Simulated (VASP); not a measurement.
A run of VASP 6.6.1 is set up as follows.

The input INCAR:

```
SYSTEM = LiCl
ALGO     = Normal         ! electronic algorithm
EDIFF    = 1E-6           ! SCF threshold, eV
ENCUT    = 750            ! plane-wave cutoff, eV
GGA      = CA             ! functional
GGA_COMPAT= .False.      
ISIF     = 2              ! what is computed and relaxed
ISMEAR   = 0              ! smearing method
LASPH    = .True.         ! aspherical terms in the spheres
LCHARG   = .False.        ! write CHGCAR
LREAL    = .False.        ! projectors in reciprocal space
LWAVE    = .False.        ! write WAVECAR
NBANDS   = 12             ! bands
NELM     = 120            ! most SCF steps
PREC     = Accurate       ! precision mode
SIGMA    = 0.01           ! smearing width, eV
```

KPOINTS

```
k-points
0
Gamma
  6 6 6
  0 0 0
```

File POSCAR:

```
LiCl
1.0
    0.0000000000      2.5859674076      2.5859674076
    2.5859674076      0.0000000000      2.5859674076
    2.5859674076      2.5859674076      0.0000000000
Li Cl
1 1
Direct
    0.0000000000      0.0000000000      0.0000000000
    0.5000000000      0.5000000000      0.5000000000
```

Potentials or basis: VASP PAW LDA potentials, release 64 (Li_sv, Cl).

Command:

```bash
$ cat potpaw_LDA.64/Li_sv/POTCAR potpaw_LDA.64/Cl/POTCAR > POTCAR
$ mpirun -np 1 vasp_std > vasp.out
```

Question: Predict the band gap on the k mesh.

Answer: 5.86 eV, direct.

Question: Predict the pressure.

Answer: -3.9 GPa.

Expect the measured gap to be larger: semilocal functionals such as LDA lack the derivative discontinuity.
